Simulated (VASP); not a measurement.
Ru, 2 atoms in the cell. The structure is hexagonal, space group P6_3/mmc (No. 194). The conventional cell has a = 2.724 Å, b = 2.724 Å, c = 4.289 Å, α = 90.00°, β = 90.00°, γ = 120.00°. Within 3.5 Å of Ru (site symmetry -6m2) lie 12 Ru at 2.66 to 2.72 Å. 

| Item | Value |
| --- | --- |
| Program | VASP 6.6.1 |
| Task | single point |
| Functional | PBE |
| Potentials or basis | VASP PAW PBE potentials, release 64 (Ru_pv) |
| Cutoff | 520 eV |
| k mesh | 3 × 3 × 2 |
| Occupations | fermi-dirac, width 0.1 eV |
| Spin | no spin polarisation |
| Dipole correction | no |
| Further INCAR settings | ALGO = Normal; EDIFF = 1e-06; NBANDS = 21 |

Potentials or basis: VASP PAW PBE potentials, release 64 (Ru_pv).

Launch:

```sh
$ cat potpaw_PBE.64/Ru_pv/POTCAR > POTCAR
$ mpirun -np 1 vasp_std > vasp.out
```

Hardware: 1 thread of Intel Xeon 8259CL, on a shared host.

Question: How long does it take, and how much memory?

Answer: Wall time 6.4 s on 1 thread of Intel Xeon 8259CL, with other jobs on the host, peak memory 0.13 GiB. Counts: scf iterations 11, k points 6.
